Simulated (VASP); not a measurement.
A run of VASP 6.6.1 is set up as follows.

File INCAR:

```
PREC = Accurate
ENCUT = 500
EDIFF = 1E-6
ISMEAR = -1
SIGMA = 0.01
LREAL = False
LASPH = True
NELM = 120
ALGO = Normal
ISIF = 2
LWAVE = False
LCHARG = False
GGA = CA
NBANDS = 25
GGA_COMPAT = False
```

KPOINTS

```
regular mesh
0
Gamma
  7 7 4
```

File POSCAR:

```
Pt
1.0
    2.7606660000      0.0000000000      0.0000000000
   -1.3803330000      2.3908068874      0.0000000000
    0.0000000000      0.0000000000      4.7921340000
Pt
2
Direct
    0.6666670000      0.3333330000      0.7500000000
    0.3333330000      0.6666670000      0.2500000000
```

Potentials or basis: VASP PAW LDA potentials, release 64 (Pt_sv_GW).

The run is started by

```console
$ cat potpaw_LDA.64/Pt_sv_GW/POTCAR > POTCAR
$ mpirun -np 1 vasp_std > vasp.out
```

Estimate the pressure.

-18.2 GPa.

Estimate the band gap on the k mesh.

zero (band 18 reaches 9.81 eV, above the bottom of band 19 at 8.83 eV).

Stress tensor (GPa, compression positive):
```
-20.45   0.00   0.00
  0.00 -20.45   0.00
  0.00   0.00 -13.58
```

Caveat: the k points lie up to 0.38 Å⁻¹ apart; spin-orbit coupling is left out, which moves the levels of the heavy elements.
